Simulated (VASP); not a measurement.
# SiC5 (P3m1) in VASP: further runs

The runs below take SiC5 through single point, relaxation of cell and atoms, with PBE.

Everything below comes from runs of VASP 6.6.1. Logs are shortened: lines on timing, memory, paths and dates and some standing lists are left out, and cuts for length are marked.

**1. The cell of the first run**

The structure is trigonal, space group P3m1 (No. 156). Conventional cell: a = 2.731 Å, b = 2.731 Å, c = 6.779 Å, α = 90.00°, β = 90.00°, γ = 120.00°. Within 2.3 Å of Si (site symmetry 3m) lie 4 C at 1.76 to 1.91 Å. Within 2.0 Å of C (site symmetry 3m) lie 4 C at 1.53 to 1.66 Å. Within 2.0 Å of C (site symmetry 3m) lie 4 C at 1.53 to 1.66 Å. Within 2.2 Å of C (site symmetry 3m) lie 3 C at 1.66 Å and 1 Si at 1.91 Å. C (site symmetry 3m) has 4 C at 1.53 to 1.66 Å within 2.0 Å. C (site symmetry 3m) has 1 C at 1.53 Å and 3 Si at 1.76 Å within 2.0 Å.

**2. Single point, PBE**

INCAR reads:

```
SYSTEM = SiC5
ALGO = Normal ; EDIFF = 1E-7
ENCUT = 520 ; GGA = PE
ISIF = 2 ; ISMEAR = 0
LASPH = .TRUE. ; LCHARG = .FALSE.
LREAL = .FALSE. ; LWAVE = .FALSE.
NBANDS = 21 ; NELM = 60
PREC = Accurate ; SIGMA = 0.02
```

KPOINTS reads:

```
k-points
0
G
  12 12 4
  0 0 0
```

POSCAR reads:

```
SiC5
1.0
    2.7310381313      0.0000000000      0.0000000000
   -1.3655190657      2.3651484004      0.0000000000
    0.0000000000      0.0000000000      6.7788990833
Si C
1 5
Direct
    0.0000000000      0.0000000000      0.9939158084
    0.3333333333      0.6666666667      0.3506156508
    0.3333333333      0.6666666667      0.5769936805
    0.0000000000      0.0000000000      0.2755952825
    0.6666666667      0.3333333333      0.6533742752
    0.6666666667      0.3333333333      0.8795053026
```

Potentials or basis: VASP PAW PBE potentials, release 64 (Si, C).

The run is started by

```bash
$ cat potpaw_PBE.64/Si/POTCAR potpaw_PBE.64/C/POTCAR > POTCAR
$ mpirun -np 1 vasp_std > vasp.out
```

OUTCAR:

```text
SYSTEM = SiC5
   EDIFF = 1E-7
   ENCUT = 520
   GGA = PE
   ISIF = 2
   ISMEAR = 0
   LASPH = .TRUE.
   LREAL = .FALSE.
   NELM = 60
   PREC = Accurate

 ion  position               nearest neighbor table
   1  0.000  0.000  0.994-   6 1.76   6 1.76   6 1.76   4 1.91
   2  0.333  0.667  0.351-   3 1.53   4 1.66   4 1.66   4 1.66
   3  0.333  0.667  0.577-   2 1.53   5 1.66   5 1.66   5 1.66
   4  0.000  0.000  0.276-   2 1.66   2 1.66   2 1.66   1 1.91
   5  0.667  0.333  0.653-   6 1.53   3 1.66   3 1.66   3 1.66
   6  0.667  0.333  0.880-   5 1.53   1 1.76   1 1.76   1 1.76

  LATTYP: Found a hexagonal cell.
 ALAT       =     2.7310381313
 C/A-ratio  =     2.4821693281

  Lattice vectors:

 A1 = (   2.7310381313,   0.0000000000,   0.0000000000)
 A2 = (  -1.3655190657,   2.3651484004,   0.0000000000)
 A3 = (   0.0000000000,   0.0000000000,   6.7788990833)

Analysis of symmetry for initial positions (statically):
=====================================================================
 Subroutine PRICEL returns:
 Original cell was already a primitive cell.

 Routine SETGRP: Setting up the symmetry group for a
 hexagonal supercell.

 Subroutine GETGRP returns: Found  6 space group operations
 (whereof  6 operations were pure point group operations)
 out of a pool of 24 trial point group operations.

The static configuration has the point symmetry C_3v.

Analysis of symmetry for dynamics (positions and initial velocities):
=====================================================================
 Subroutine PRICEL returns:
 Original cell was already a primitive cell.

 Routine SETGRP: Setting up the symmetry group for a
 hexagonal supercell.

 Subroutine GETGRP returns: Found  6 space group operations
 (whereof  6 operations were pure point group operations)
 out of a pool of 24 trial point group operations.

The dynamic configuration has the point symmetry C_3v.

 Subroutine INISYM returns: Found  6 space group operations
 (whereof  6 operations are pure point group operations),
 and found     1 'primitive' translations

----------------------------------------------------------------------------------------

                                     Primitive cell

  volume of cell :      43.7870

  direct lattice vectors                    reciprocal lattice vectors
     2.731038131  0.000000000  0.000000000     0.366161127  0.211403225  0.000000000
    -1.365519066  2.365148400  0.000000000     0.000000000  0.422806450  0.000000000
     0.000000000  0.000000000  6.778899083     0.000000000  0.000000000  0.147516579

  length of vectors
     2.731038131  2.731038131  6.778899083     0.422806450  0.422806450  0.147516579

  position of ions in fractional coordinates (direct lattice)
     0.000000000  0.000000000  0.993915808
     0.333333333  0.666666667  0.350615651
     0.333333333  0.666666667  0.576993681
     0.000000000  0.000000000  0.275595282
     0.666666667  0.333333333  0.653374275
     0.666666667  0.333333333  0.879505303

  ion indices of the primitive-cell ions
   primitive index   ion index
                 1           1
                 2           2
                 3           3
                 4           4
                 5           5
                 6           6

----------------------------------------------------------------------------------------

 KPOINTS: k-points

Automatic generation of k-mesh.
 Grid dimensions read from file:
 generate k-points for:   12   12    4

 Generating k-lattice:

  Cartesian coordinates                     Fractional coordinates (reciprocal lattice)
     0.030513427  0.017616935  0.000000000     0.083333333  0.000000000  0.000000000
     0.000000000  0.035233871  0.000000000     0.000000000  0.083333333  0.000000000
     0.000000000  0.000000000  0.036879145     0.000000000  0.000000000  0.250000000

  Length of vectors
     0.035233871  0.035233871  0.036879145

  Shift w.r.t. Gamma in fractional coordinates (k-lattice)
     0.000000000  0.000000000  0.000000000

 Subroutine IBZKPT returns following result:
 ===========================================

 Found     69 irreducible k-points:

 Following reciprocal coordinates:
            Coordinates               Weight
  0.000000  0.000000  0.000000      1.000000
  0.083333 -0.000000  0.000000      6.000000
  0.166667  0.000000  0.000000      6.000000
  0.250000  0.000000  0.000000      6.000000
  0.333333 -0.000000  0.000000      6.000000
  0.416667 -0.000000  0.000000      6.000000
[... 16 lines left out ...]
  0.166667  0.000000  0.250000      6.000000
  0.000000  0.166667  0.250000      6.000000
 [... further k-points ...]
   k-points           NKPTS =     69   k-points in BZ     NKDIM =     69   number of bands    NBANDS=     21
   number of dos      NEDOS =    301   number of ions     NIONS =      6
   total plane-waves  NPLWV =  20000
   dimension x,y,z NGX =    20 NGY =   20 NGZ =   50
   dimension x,y,z NGXF=    40 NGYF=   40 NGZF=  100
   ions per type =               1   5
   NGX,Y,Z   is equivalent  to a cutoff of  12.17, 12.17, 12.26 a.u.
   NGXF,Y,Z  is equivalent  to a cutoff of  24.35, 24.35, 24.52 a.u.
 SYSTEM =  SiC5
   PREC   = accura    normal or accurate (medium, high low for compatibility)
   ISTART =      0    job   : 0-new  1-cont  2-samecut
   ICHARG =      2    charge: 1-file 2-atom 10-const
   ISPIN  =      1    spin polarized calculation?
   LNONCOLLINEAR =      F non collinear calculations
   LSORBIT =      F    spin-orbit coupling
   LASPH  =      T    aspherical Exc in radial PAW
   ENCUT  =  520.0 eV  38.22 Ry    6.18 a.u.   5.08  5.08 12.60*2*pi/ulx,y,z
   NELM   =     60;   NELMIN=  2; NELMDL= -5     # of ELM steps
   EDIFF  = 0.1E-06   stopping-criterion for ELM
   LREAL  =      F    real-space projection
   EDIFFG = 0.1E-05   stopping-criterion for IOM
   NSW    =      0    number of steps for IOM
   IBRION =     -1    ionic relax: 0-MD 1-quasi-New 2-CG
   NFREE  =      0    steps in history (QN), initial steepest desc. (CG)
   ISIF   =      2    stress and relaxation
   ISYM   =      2    0-nonsym 1-usesym 2-fastsym
   POTIM  = 0.5000    time-step for ionic-motion
   TEBEG  =    0.0;   TEEND  =   0.0 temperature during run
   PSTRESS=    0.0 pullay stress
   NELECT =      24.0000    total number of electrons
   NUPDOWN=      -1.0000    fix difference up-down
   EMIN   =  10.00;   EMAX   =-10.00  energy-range for DOS
   EFERMI =   0.00;   METHOD = LEGACY
   ISMEAR =     0;   SIGMA  =   0.02  broadening in eV -4-tet -1-fermi 0-gaus
   EFERMI_NEDOS =   21; number of points for ismear=-14 and -15
   IALGO  =     38    algorithm
   IMIX   =      4    mixing-type and parameters
     AMIX     =   0.40;   BMIX     =  1.00
     AMIX_MAG =   1.60;   BMIX_MAG =  1.00
  volume/ion in A,a.u.               =       7.30        49.25
  Fermi-wavevector in a.u.,A,eV,Ry     =   1.339770  2.531798 24.422222  1.794983
  Thomas-Fermi vector in A             =   2.468135
   LORBIT       =      0    0 simple, 1 ext, 2 COOP (PROOUT), +10 PAW based schemes
   GGA     = PE    functional components
   LHFCALC =     F    Hartree Fock is set to
   AEXX    =    0.0000 exact exchange contribution
   IVDW    =     0    specifies the selected vdW correction
   LEPSILON=     F    determine dielectric tensor
   LRPA    =     F    only Hartree local field effects (RPA)
 non-spin polarized calculation
 Gauss-broadening in eV      SIGMA  =   0.02
  energy-cutoff  :      520.00
  volume of cell :       43.79
 maximum number of plane-waves:      1195
   NGX = 11   NGY = 11   NGZ = 25

 number of electron      24.0000002 magnetization

 Free energy of the ion-electron system (eV)
  ---------------------------------------------------
  ext. energy  EPLUGINS =         0.00000000
  ---------------------------------------------------
  free energy    TOTEN  =       -48.53736791 eV

  energy without entropy =      -48.53736791  energy(sigma->0) =      -48.53736791

 E-fermi :   9.9990     XC(G=0): -12.3622

 val. band max:        9.8603050044   @ k =   0.0000   0.0000   0.0000
 cond. band min:      11.0851529170   @ k =   0.5000   0.0000   0.0000
 fundamental gap:      1.2248479126
 Fermi energy:         9.9989625935

 k-point     1 :       0.0000    0.0000    0.0000
  band No.  band energies     occupation
      1     -10.2038      2.00000
      2      -7.7633      2.00000
      3      -6.6555      2.00000
      4      -0.1003      2.00000
      5       1.2908      2.00000
      6       6.1807      2.00000
[... 13 lines left out ...]
     20      18.6904      0.00000
     21      19.3080      0.00000

 k-point     2 :       0.0833   -0.0000    0.0000
  band No.  band energies     occupation
      1     -10.0591      2.00000
      2      -7.6253      2.00000
      3      -6.5055      2.00000
      4      -0.0096      2.00000
      5       1.3944      2.00000
      6       5.4231      2.00000
[... 13 lines left out ...]
     20      18.4601      0.00000
     21      19.4308      0.00000

 k-point     3 :       0.1667    0.0000    0.0000
  band No.  band energies     occupation
      1      -9.6278      2.00000
      2      -7.2158      2.00000
      3      -6.0597      2.00000
      4       0.2162      2.00000
      5       1.6738      2.00000
      6       3.7594      2.00000
[... 13 lines left out ...]
     20      17.9030      0.00000
     21      19.5506      0.00000
[... 457 lines left out ...]
 k-point    23 :       0.1667    0.0000    0.2500
  band No.  band energies     occupation
      1      -9.5368      2.00000
      2      -7.7583      2.00000
      3      -5.2467      2.00000
      4      -1.1515      2.00000
      5       3.0329      2.00000
      6       3.9929      2.00000
[... 13 lines left out ...]
     20      17.9457      0.00000
     21      19.8045      0.00000

 k-point    24 :       0.0000    0.1667    0.2500
  band No.  band energies     occupation
      1      -9.5374      2.00000
      2      -7.7548      2.00000
      3      -5.2568      2.00000
      4      -1.1232      2.00000
      5       3.0920      2.00000
      6       3.7561      2.00000
[... 13 lines left out ...]
     20      17.9252      0.00000
     21      19.1410      0.00000

 [... further k-points ...]

------------------------ aborting loop because EDIFF is reached ----------------------------------------

  FORCE on cell =-STRESS in cart. coord.  units (eV):
  Direction    XX          YY          ZZ          XY          YZ          ZX
  --------------------------------------------------------------------------------------
  -------------------------------------------------------------------------------------
  Total        0.0367110      0.0367110      0.0253858     -0.0000000      0.0000000     -0.0000000
  in kB        1.3432636      1.3432636      0.9288730     -0.0000000      0.0000000     -0.0000000
  external PRESSURE =       1.2051334 kB  Pullay stress =       0.0000000 kB

 VOLUME and BASIS-vectors are now :
 -----------------------------------------------------------------------------
  energy-cutoff  :      520.00
  volume of cell :       43.79
      direct lattice vectors                 reciprocal lattice vectors
     2.731038131  0.000000000  0.000000000     0.366161127  0.211403225  0.000000000
    -1.365519066  2.365148400  0.000000000     0.000000000  0.422806450  0.000000000
     0.000000000  0.000000000  6.778899083     0.000000000  0.000000000  0.147516579

 POSITION                                       TOTAL-FORCE (eV/Angst)
 -----------------------------------------------------------------------------------
      0.00000      0.00000      6.73765         0.000000      0.000000     -0.013692
     -0.00000      1.57677      2.37679        -0.000000      0.000000     -0.022865
     -0.00000      1.57677      3.91138        -0.000000     -0.000000      0.023262
      0.00000      0.00000      1.86823         0.000000      0.000000     -0.019968
      1.36552      0.78838      4.42916         0.000000     -0.000000     -0.015141
      1.36552      0.78838      5.96208         0.000000      0.000000      0.048403
 -----------------------------------------------------------------------------------
    total drift:                               -0.000000      0.000000     -0.000357

  FREE ENERGIE OF THE ION-ELECTRON SYSTEM (eV)
  ---------------------------------------------------
  free  energy   TOTEN  =       -48.5373679123 eV

  energy  without entropy=      -48.5373679123  energy(sigma->0) =      -48.53736791
```

Run time: 44 s. Hardware: 1 thread of Intel Xeon 6975P-C, shared host; peak memory 0.17 GiB.

Results:

```yaml
Free_energy: -48.5374 eV
Pressure: 0.1 GPa
Largest_force: 0.048 eV/Å
Band_gap_on_the_k_mesh: 1.22 eV, indirect (least direct gap 3.26 eV)
```

Forces in eV/Å, atoms in the order of the input:
```
Si   0.000  0.000 -0.014
C    0.000  0.000 -0.023
C    0.000  0.000  0.023
C    0.000  0.000 -0.020
C    0.000  0.000 -0.015
C    0.000  0.000  0.048
```

**3. Relaxation of cell and atoms, PBE**

INCAR reads:

```
SYSTEM = SiC5
PREC = Accurate
ENCUT = 600
EDIFF = 1E-7
ISMEAR = 0
SIGMA = 0.02
LREAL = .FALSE.
LASPH = .TRUE.
NELM = 100
ALGO = Normal
ISIF = 3
LWAVE = .FALSE.
LCHARG = .FALSE.
GGA = PE
IBRION = 2
NSW = 100
EDIFFG = -0.01
```

KPOINTS reads:

```
regular mesh
0
G
  12 12 4
  0 0 0
```

POSCAR reads:

```
SiC5
1.0
    2.7333897589      0.0000000000      0.0000000000
   -1.3666948795      2.3671849697      0.0000000000
    0.0000000000      0.0000000000      6.7789425045
Si C
1 5
Direct
    0.0000000000      0.0000000000      0.9937817878
    0.3333333333      0.6666666667      0.3506354207
    0.3333333333      0.6666666667      0.5769697150
    0.0000000000      0.0000000000      0.2756165938
    0.6666666667      0.3333333333      0.6533786834
    0.6666666667      0.3333333333      0.8796177993
```

Potentials or basis: VASP PAW PBE potentials, release 64 (Si, C).

The run is started by

```bash
$ cat potpaw_PBE.64/Si/POTCAR potpaw_PBE.64/C/POTCAR > POTCAR
$ mpirun -np 1 vasp_std > vasp.out
```

It took 2.1 min on 1 thread of Intel Xeon 6975P-C, shared host; peak memory 0.2 GiB.

The run converged. Its results:

```
Free energy                            : -48.5441 eV
Relaxed volume                         : 7.29 Å³/atom
Relaxed cell                           : a = 2.731 Å, b = 2.731 Å, c = 6.776 Å, α = 90.00°, β = 90.00°, γ = 120.00°
Space group after relaxing (to 0.05 Å) : P3m1 (No. 156)
Energy gained by relaxing              : 0.0 meV/atom
Ionic steps                            : 6
Pressure after relaxing                : 0.0 GPa
Largest force after relaxing           : 0.007 eV/Å
Band gap on the k mesh                 : 1.24 eV, indirect (least direct gap 3.27 eV)
```

Forces on the atoms (eV/Å):
```
Si   0.000  0.000  0.001
C    0.000  0.000 -0.002
C    0.000  0.000 -0.003
C    0.000  0.000 -0.001
C    0.000  0.000 -0.001
C    0.000  0.000  0.007
```

The path:
| step | energy change (eV) | largest force (eV/Å) | pressure (GPa) | volume (Å³) |
| --- | --- | --- | --- | --- |
| 1 | 0.0000 | 0.0316 | -0.68 | 43.86 |
| 2 | -0.0001 | 0.0427 | 0.66 | 43.67 |
| 3 | -0.0003 | 0.0247 | 0.03 | 43.76 |
| 4 | -0.0003 | 0.0244 | 0.02 | 43.76 |
| 5 | -0.0003 | 0.0295 | 0.00 | 43.76 |
| 6 | -0.0003 | 0.0070 | 0.01 | 43.76 |

Final structure:
```
Si C
1.0
     2.73077    0.00000    0.00000
    -1.36538    2.36491    0.00000
     0.00000    0.00000    6.77585
Si C
1 5
Direct
  0.00000 0.00000 0.99390
  0.33333 0.66667 0.35050
  0.33333 0.66667 0.57706
  0.00000 0.00000 0.27548
  0.66667 0.33333 0.65338
  0.66667 0.33333 0.87967
```

Levels at points of the mesh, in eV from the valence-band top:
```tsv
k point	band 9	band 10	band 11	band 12	band 13	band 14	band 15	band 16
(0.00, 0.00, 0.00)	-2.40	-1.46	0.00	0.00	4.02	4.24	4.24	4.44
(0.50, 0.00, 0.00)	-5.50	-4.58	-4.54	-2.22	1.24	2.81	4.60	5.19
(0.00, 0.00, 0.50)	-2.33	-2.33	-0.13	-0.13	4.25	4.56	4.56	4.85
(0.50, 0.00, 0.50)	-6.34	-4.83	-3.23	-1.93	2.26	3.06	3.69	6.23
```
